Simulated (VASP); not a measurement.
A run of VASP 6.6.1 is set up as follows.

The input INCAR:

```
SYSTEM = InP
  PREC = Accurate
  ENCUT = 520
  EDIFF = 1E-8
  ISMEAR = -1
  SIGMA = 0.03
  LREAL = .FALSE.
  LASPH = .TRUE.
  NELM = 100
  ALGO = Normal
  ISIF = 2
  LWAVE = .FALSE.
  LCHARG = .FALSE.
  GGA = PE
  LEFG = .TRUE.
  NBANDS = 16
```

File KPOINTS:

```
Automatic mesh
0
G
  11 11 11
  0 0 0
```

Contents of POSCAR:

```
InP
1.0
    0.0000000000      2.8261596444      2.8261596444
    2.8261596444      0.0000000000      2.8261596444
    2.8261596444      2.8261596444      0.0000000000
In P
1 1
Direct
    0.0000000000      0.0000000000      0.0000000000
    0.5000000000      0.5000000000      0.5000000000
```

Potentials or basis: VASP PAW PBE potentials, release 64 (In_d, P).

Run with:

```sh
$ cat potpaw_PBE.64/In_d/POTCAR potpaw_PBE.64/P/POTCAR > POTCAR
$ mpirun -np 1 vasp_std > vasp.out
```

Problem. Estimate the pressure.

Solution. -3.9 GPa.

Problem. Predict the band gap on the k mesh.

Solution. Zero (band 9 reaches 6.60 eV, above the bottom of band 10 at 4.20 eV).

Caveat: without QUAD_EFG the Cq values of the log hold for a quadrupole moment of 1 mb, not for the nuclei; spin-orbit coupling is left out, which moves the levels of the heavy elements.
